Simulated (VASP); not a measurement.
# Se (P3_121) in VASP: a series of runs

Se is run at these levels: LDA; tasks: electric field gradients.

Program: VASP 6.6.1. These are calculated values, not measurements. Logs are shortened: lines on timing, memory, paths and dates and some standing lists are left out, and cuts for length are marked.

## Step 1: The cell of the first run

Symmetry: P3_121, No. 152, trigonal system. The conventional cell has a = 4.352 Å, b = 4.352 Å, c = 4.937 Å, α = 90.00°, β = 90.00°, γ = 120.00°. Within 3.1 Å of Se (site symmetry 2) lie 2 Se at 2.37 Å.

## Step 2: Electric field gradients, LDA (26.99 Å³/atom)

INCAR reads:

```
PREC     = Accurate       # precision mode
ENCUT    = 520            # plane-wave cutoff, eV
EDIFF    = 1E-8           # SCF threshold, eV
ISMEAR   = -1             # smearing method
SIGMA    = 0.03           # smearing width, eV
LREAL    = F              # projectors in reciprocal space
LASPH    = T              # aspherical terms in the spheres
NELM     = 60             # most SCF steps
ALGO     = Normal         # electronic algorithm
ISIF     = 2              # what is computed and relaxed
LWAVE    = F              # write WAVECAR
LCHARG   = F              # write CHGCAR
GGA      = CA             # functional
LEFG     = T            
NBANDS   = 16             # bands
```

KPOINTS reads:

```
Automatic mesh
0
Gamma
  6 6 5
```

POSCAR reads:

```
Se
1.0
    4.3515971644      0.0000000000      0.0000000000
   -2.1757985822      3.7685936915      0.0000000000
    0.0000000000      0.0000000000      4.9370326522
Se
3
Direct
    0.2254000000      0.0000000000      0.3333333333
    0.0000000000      0.2254000000      0.6666666667
    0.7746000000      0.7746000000      0.0000000000
```

Potentials or basis: VASP PAW LDA potentials, release 64 (Se).

The run is started by

```
cat potpaw_LDA.64/Se/POTCAR > POTCAR
mpirun -np 1 vasp_std > vasp.out
```

OUTCAR:

```text
PREC = Accurate
   ENCUT = 520
   EDIFF = 1E-8
   ISMEAR = -1
   LREAL = F
   LASPH = T
   NELM = 60
   ISIF = 2
   GGA = CA

 ion  position               nearest neighbor table
   1  0.225  0.000  0.333-   3 2.37   2 2.37
   2  0.000  0.225  0.667-   3 2.37   1 2.37
   3  0.775  0.775  0.000-   1 2.37   2 2.37

  LATTYP: Found a hexagonal cell.
 ALAT       =     4.3515971644
 C/A-ratio  =     1.1345334749

  Lattice vectors:

 A1 = (   4.3515971644,   0.0000000000,   0.0000000000)
 A2 = (  -2.1757985822,   3.7685936915,   0.0000000000)
 A3 = (   0.0000000000,   0.0000000000,   4.9370326522)

Analysis of symmetry for initial positions (statically):
=====================================================================
 Subroutine PRICEL returns:
 Original cell was already a primitive cell.

 Routine SETGRP: Setting up the symmetry group for a
 hexagonal supercell.

 Subroutine GETGRP returns: Found  6 space group operations
 (whereof  2 operations were pure point group operations)
 out of a pool of 24 trial point group operations.

The static configuration has the point symmetry C_2 .
 The point group associated with its full space group is D_3 .

Analysis of symmetry for dynamics (positions and initial velocities):
=====================================================================
 Subroutine PRICEL returns:
 Original cell was already a primitive cell.

 Routine SETGRP: Setting up the symmetry group for a
 hexagonal supercell.

 Subroutine GETGRP returns: Found  6 space group operations
 (whereof  2 operations were pure point group operations)
 out of a pool of 24 trial point group operations.

The dynamic configuration has the point symmetry C_2 .
 The point group associated with its full space group is D_3 .

 Subroutine INISYM returns: Found  6 space group operations
 (whereof  2 operations are pure point group operations),
 and found     1 'primitive' translations

----------------------------------------------------------------------------------------

                                     Primitive cell

  volume of cell :      80.9644

  direct lattice vectors                    reciprocal lattice vectors
     4.351597164  0.000000000  0.000000000     0.229800683  0.132675486  0.000000000
    -2.175798582  3.768593692  0.000000000     0.000000000  0.265350972  0.000000000
     0.000000000  0.000000000  4.937032652     0.000000000  0.000000000  0.202550818

  length of vectors
     4.351597164  4.351597164  4.937032652     0.265350972  0.265350972  0.202550818

  position of ions in fractional coordinates (direct lattice)
     0.225400000  0.000000000  0.333333333
     0.000000000  0.225400000  0.666666667
     0.774600000  0.774600000  0.000000000

  ion indices of the primitive-cell ions
   primitive index   ion index
                 1           1
                 2           2
                 3           3

----------------------------------------------------------------------------------------

 KPOINTS: Automatic mesh

Automatic generation of k-mesh.
 Grid dimensions read from file:
 generate k-points for:    6    6    5

 Generating k-lattice:

  Cartesian coordinates                     Fractional coordinates (reciprocal lattice)
     0.038300114  0.022112581  0.000000000     0.166666667  0.000000000  0.000000000
     0.000000000  0.044225162  0.000000000     0.000000000  0.166666667  0.000000000
     0.000000000  0.000000000  0.040510164     0.000000000  0.000000000  0.200000000

  Length of vectors
     0.044225162  0.044225162  0.040510164

  Shift w.r.t. Gamma in fractional coordinates (k-lattice)
     0.000000000  0.000000000  0.000000000

 Subroutine IBZKPT returns following result:
 ===========================================

 Found     27 irreducible k-points:

 Following reciprocal coordinates:
            Coordinates               Weight
  0.000000  0.000000  0.000000      1.000000
  0.166667 -0.000000  0.000000      6.000000
  0.333333 -0.000000  0.000000      6.000000
  0.500000 -0.000000  0.000000      3.000000
  0.166667  0.166667  0.000000      6.000000
  0.333333  0.166667  0.000000     12.000000
[... 16 lines left out ...]
  0.500000 -0.000000  0.400000      6.000000
  0.166667  0.166667  0.400000     12.000000
 [... further k-points ...]
   k-points           NKPTS =     27   k-points in BZ     NKDIM =     27   number of bands    NBANDS=     16
   number of dos      NEDOS =    301   number of ions     NIONS =      3
   total plane-waves  NPLWV =  40960
   dimension x,y,z NGX =    32 NGY =   32 NGZ =   40
   dimension x,y,z NGXF=    64 NGYF=   64 NGZF=   80
   ions per type =               3
   NGX,Y,Z   is equivalent  to a cutoff of  12.23, 12.23, 13.47 a.u.
   NGXF,Y,Z  is equivalent  to a cutoff of  24.45, 24.45, 26.94 a.u.
 SYSTEM =  unknown system
   PREC   = accura    normal or accurate (medium, high low for compatibility)
   ISTART =      0    job   : 0-new  1-cont  2-samecut
   ICHARG =      2    charge: 1-file 2-atom 10-const
   ISPIN  =      1    spin polarized calculation?
   LNONCOLLINEAR =      F non collinear calculations
   LSORBIT =      F    spin-orbit coupling
   LASPH  =      T    aspherical Exc in radial PAW
   ENCUT  =  520.0 eV  38.22 Ry    6.18 a.u.   8.09  8.09  9.18*2*pi/ulx,y,z
   NELM   =     60;   NELMIN=  2; NELMDL= -5     # of ELM steps
   EDIFF  = 0.1E-07   stopping-criterion for ELM
   LREAL  =      F    real-space projection
   EDIFFG = 0.1E-06   stopping-criterion for IOM
   NSW    =      0    number of steps for IOM
   IBRION =     -1    ionic relax: 0-MD 1-quasi-New 2-CG
   NFREE  =      0    steps in history (QN), initial steepest desc. (CG)
   ISIF   =      2    stress and relaxation
   ISYM   =      2    0-nonsym 1-usesym 2-fastsym
   POTIM  = 0.5000    time-step for ionic-motion
   TEBEG  =    0.0;   TEEND  =   0.0 temperature during run
   PSTRESS=    0.0 pullay stress
   NELECT =      18.0000    total number of electrons
   NUPDOWN=      -1.0000    fix difference up-down
   EMIN   =  10.00;   EMAX   =-10.00  energy-range for DOS
   EFERMI =   0.00;   METHOD = LEGACY
   ISMEAR =    -1;   SIGMA  =   0.03  broadening in eV -4-tet -1-fermi 0-gaus
   EFERMI_NEDOS =   21; number of points for ismear=-14 and -15
   IALGO  =     38    algorithm
   IMIX   =      4    mixing-type and parameters
     AMIX     =   0.40;   BMIX     =  1.00
     AMIX_MAG =   1.60;   BMIX_MAG =  1.00
  volume/ion in A,a.u.               =      26.99       182.12
  Fermi-wavevector in a.u.,A,eV,Ry     =   0.991747  1.874131 13.382181  0.983563
  Thomas-Fermi vector in A             =   2.123510
   LORBIT       =      0    0 simple, 1 ext, 2 COOP (PROOUT), +10 PAW based schemes
   GGA     = CA    functional components
   LHFCALC =     F    Hartree Fock is set to
   AEXX    =    0.0000 exact exchange contribution
   IVDW    =     0    specifies the selected vdW correction
   LEPSILON=     F    determine dielectric tensor
   LRPA    =     F    only Hartree local field effects (RPA)
 non-spin polarized calculation
  energy-cutoff  :      520.00
  volume of cell :       80.96
 maximum number of plane-waves:      2198
   NGX = 17   NGY = 17   NGZ = 19

 number of electron      18.0000001 magnetization

 Free energy of the ion-electron system (eV)
  ---------------------------------------------------
  ext. energy  EPLUGINS =         0.00000000
  ---------------------------------------------------
  free energy    TOTEN  =       -12.32792109 eV

  energy without entropy =      -12.32792109  energy(sigma->0) =      -12.32792109

 E-fermi :   3.2843     XC(G=0):  -9.2252

 val. band max:        2.6666836887   @ k =  -0.1667   0.5000   0.4000
 cond. band min:       3.8424054411   @ k =   0.0000   0.0000   0.4000
 fundamental gap:      1.1757217524
 Fermi energy:         3.2842738345

 k-point     1 :       0.0000    0.0000    0.0000
  band No.  band energies     occupation
      1     -13.1942      2.00000
      2      -9.0174      2.00000
      3      -9.0174      2.00000
      4      -1.1134      2.00000
      5      -1.1134      2.00000
      6      -1.0752      2.00000
[... 8 lines left out ...]
     15       9.0483      0.00000
     16      11.0713      0.00000
[... 419 lines left out ...]
 k-point    24 :       0.1667    0.1667    0.4000
  band No.  band energies     occupation
      1     -12.1892      2.00000
      2     -11.3431      2.00000
      3      -7.4960      2.00000
      4      -2.6605      2.00000
      5      -1.7676      2.00000
      6      -1.1528      2.00000
[... 8 lines left out ...]
     15      10.5676      0.00000
     16      10.9662      0.00000

 [... further k-points ...]
[... 5 lines left out ...]
  --------------------------------------------------------------------------------------
  -------------------------------------------------------------------------------------
  Total       -0.5460980     -0.5460980      0.3466444      0.0000000      0.0000000      0.0000000
  in kB      -10.8065523    -10.8065523      6.8596306      0.0000000      0.0000000      0.0000000
  external PRESSURE =      -4.9178247 kB  Pullay stress =       0.0000000 kB

 VOLUME and BASIS-vectors are now :
 -----------------------------------------------------------------------------
  energy-cutoff  :      520.00
  volume of cell :       80.96
      direct lattice vectors                 reciprocal lattice vectors
     4.351597164  0.000000000  0.000000000     0.229800683  0.132675486  0.000000000
    -2.175798582  3.768593692  0.000000000     0.000000000  0.265350972  0.000000000
     0.000000000  0.000000000  4.937032652     0.000000000  0.000000000  0.202550818

 POSITION                                       TOTAL-FORCE (eV/Angst)
 -----------------------------------------------------------------------------------
      0.98085      0.00000      1.64568         0.366202      0.000000     -0.000000
     -0.49043      0.84944      3.29136        -0.183101      0.317140      0.000000
      1.68537      2.91915      0.00000        -0.183101     -0.317140      0.000000
 -----------------------------------------------------------------------------------
    total drift:                                0.000001      0.000001     -0.000000

  FREE ENERGIE OF THE ION-ELECTRON SYSTEM (eV)
  ---------------------------------------------------
  free  energy   TOTEN  =       -12.3279210865 eV

  energy  without entropy=      -12.3279210862  energy(sigma->0) =      -12.32792109

 Electric field gradients (V/A^2)
---------------------------------------------------------------------
 ion       V_xx      V_yy      V_zz      V_xy      V_xz      V_yz
---------------------------------------------------------------------
   1     162.967  -331.533   168.566     0.000     0.000   324.836
   2    -207.908    39.342   168.566  -214.124  -281.317  -162.418
   3    -207.908    39.342   168.566   214.125   281.317  -162.418
---------------------------------------------------------------------

 Electric field gradients after diagonalization (V/A^2)
 (convention: |V_zz| > |V_xx| > |V_yy|)
----------------------------------------------------------------------
 ion       V_xx      V_yy      V_zz     asymmetry (V_yy - V_xx)/ V_zz
----------------------------------------------------------------------
   1     328.448   162.967  -491.414       0.337
   2     328.448   162.967  -491.414       0.337
   3     328.448   162.967  -491.415       0.337
----------------------------------------------------------------------

           NMR quadrupolar parameters

 Cq : quadrupolar parameter    Cq=e*Q*V_zz/h
 eta: asymmetry parameters     (V_yy - V_xx)/ V_zz
 Q  : nuclear electric quadrupole moment in mb (millibarn)
----------------------------------------------------------------------
 ion       Cq(MHz)       eta       Q (mb)
----------------------------------------------------------------------
   1      -1.188       0.337       1.000
   2      -1.188       0.337       1.000
   3      -1.188       0.337       1.000
----------------------------------------------------------------------
```

It took 30 s on 1 thread of Intel Xeon 8259CL, shared host; peak memory 0.17 GiB.

What came out:

| Quantity | Value |
| --- | --- |
| Free energy | -12.3279 eV |
| Pressure | -0.5 GPa |
| Largest force | 0.366 eV/Å |
| Band gap on the k mesh | 1.18 eV (least direct gap 1.43 eV) |
| Largest electric field gradient by atom | Se -491.4 V/Å² |

Forces in eV/Å, atoms in the order of the input:
```
Se   0.366  0.000  0.000
Se  -0.183  0.317  0.000
Se  -0.183 -0.317  0.000
```

Electric field gradients, principal values (V/Å²):
```tsv
atom	least	middle	greatest (by size)
1 Se	162.967	328.448	-491.414
2 Se	162.967	328.448	-491.414
3 Se	162.967	328.448	-491.415
```

Caveat: without QUAD_EFG the Cq values of the log hold for a quadrupole moment of 1 mb, not for the nuclei; an odd mesh through Γ misses points on the zone boundary, where band edges can lie.

## Step 3: Electric field gradients, LDA (26.99 Å³/atom)

INCAR reads:

```
PREC = Accurate
ENCUT = 520
EDIFF = 1E-8
ISMEAR = -1
SIGMA = 0.03
LREAL = F
LASPH = T
NELM = 60
ALGO = Normal
ISIF = 2
LWAVE = F
LCHARG = F
LEFG = T
NBANDS = 16
```

KPOINTS is that of step 2.

POSCAR is that of step 2.

Potentials or basis: VASP PAW LDA potentials, release 64 (Se).

The run is started by

```
cat potpaw_LDA.64/Se/POTCAR > POTCAR
mpirun -np 1 vasp_std > vasp.out
```

OUTCAR:

```text
PREC = Accurate
   ENCUT = 520
   EDIFF = 1E-8
   ISMEAR = -1
   LREAL = F
   LASPH = T
   NELM = 60
   ISIF = 2

 ion  position               nearest neighbor table
   1  0.225  0.000  0.333-   3 2.37   2 2.37
   2  0.000  0.225  0.667-   3 2.37   1 2.37
   3  0.775  0.775  0.000-   1 2.37   2 2.37

  LATTYP: Found a hexagonal cell.
 ALAT       =     4.3515971644
 C/A-ratio  =     1.1345334749

  Lattice vectors:

 A1 = (   4.3515971644,   0.0000000000,   0.0000000000)
[... 674 lines left out ...]
  free  energy   TOTEN  =       -12.3279210865 eV

  energy  without entropy=      -12.3279210862  energy(sigma->0) =      -12.32792109

 Electric field gradients (V/A^2)
---------------------------------------------------------------------
 ion       V_xx      V_yy      V_zz      V_xy      V_xz      V_yz
---------------------------------------------------------------------
   1     162.967  -331.533   168.566     0.000     0.000   324.836
   2    -207.908    39.342   168.566  -214.124  -281.317  -162.418
   3    -207.908    39.342   168.566   214.125   281.317  -162.418
---------------------------------------------------------------------

 Electric field gradients after diagonalization (V/A^2)
 (convention: |V_zz| > |V_xx| > |V_yy|)
----------------------------------------------------------------------
 ion       V_xx      V_yy      V_zz     asymmetry (V_yy - V_xx)/ V_zz
----------------------------------------------------------------------
   1     328.448   162.967  -491.414       0.337
   2     328.448   162.967  -491.414       0.337
   3     328.448   162.967  -491.415       0.337
----------------------------------------------------------------------

           NMR quadrupolar parameters

 Cq : quadrupolar parameter    Cq=e*Q*V_zz/h
 eta: asymmetry parameters     (V_yy - V_xx)/ V_zz
 Q  : nuclear electric quadrupole moment in mb (millibarn)
----------------------------------------------------------------------
 ion       Cq(MHz)       eta       Q (mb)
----------------------------------------------------------------------
   1      -1.188       0.337       1.000
   2      -1.188       0.337       1.000
   3      -1.188       0.337       1.000
----------------------------------------------------------------------
```

OSZICAR:

```text
N       E                     dE             d eps       ncg     rms          rms(c)
DAV:   1     0.794107351027E+02    0.79411E+02   -0.71853E+03   864   0.934E+02
DAV:   2    -0.704961326103E+01   -0.86460E+02   -0.81426E+02  1152   0.152E+02
DAV:   3    -0.124146205369E+02   -0.53650E+01   -0.53439E+01  1096   0.436E+01
DAV:   4    -0.124539917940E+02   -0.39371E-01   -0.39367E-01  1136   0.434E+00
DAV:   5    -0.124542757708E+02   -0.28398E-03   -0.28397E-03  1112   0.362E-01    0.743E+00
DAV:   6    -0.123638954278E+02    0.90380E-01   -0.40038E-02  1112   0.117E+00    0.454E+00
DAV:   7    -0.123288139248E+02    0.35082E-01   -0.77361E-02  1040   0.158E+00    0.200E-01
DAV:   8    -0.123278964409E+02    0.91748E-03   -0.84268E-03   992   0.557E-01    0.968E-02
DAV:   9    -0.123279205944E+02   -0.24153E-04   -0.27003E-04  1208   0.101E-01    0.278E-02
DAV:  10    -0.123279208275E+02   -0.23315E-06   -0.18286E-05  1048   0.264E-02    0.619E-03
DAV:  11    -0.123279212576E+02   -0.43009E-06   -0.29217E-06  1152   0.950E-03    0.296E-03
DAV:  12    -0.123279210864E+02    0.17126E-06   -0.48976E-07  1056   0.423E-03    0.661E-04
DAV:  13    -0.123279210865E+02   -0.10357E-09   -0.89867E-08  1160   0.160E-03
   1 F= -.12327921E+02 E0= -.12327921E+02  d E =-.219715E-09
```

Wall time 32 s (1 thread of Intel Xeon 8259CL, shared host); peak memory 0.17 GiB.

Results:

```yaml
Free_energy: -12.3279 eV
Pressure: -0.5 GPa
Largest_force: 0.366 eV/Å
Band_gap_on_the_k_mesh: 1.18 eV (least direct gap 1.43 eV)
Largest_electric_field_gradient_by_atom: Se -491.4 V/Å²
```

Forces in eV/Å, atoms in the order of the input:
```
Se   0.366  0.000  0.000
Se  -0.183  0.317  0.000
Se  -0.183 -0.317  0.000
```

Stress tensor (GPa, compression positive):
```
-1.08  0.00  0.00
 0.00 -1.08  0.00
 0.00  0.00  0.69
```

Electric field gradients, principal values (V/Å²):
| atom | least | middle | greatest (by size) |
| --- | --- | --- | --- |
| 1 Se | 162.967 | 328.448 | -491.414 |
| 2 Se | 162.967 | 328.448 | -491.414 |
| 3 Se | 162.967 | 328.448 | -491.415 |

Caveat: without QUAD_EFG the Cq values of the log hold for a quadrupole moment of 1 mb, not for the nuclei; an odd mesh through Γ misses points on the zone boundary, where band edges can lie.

[end of part 1 of 3]
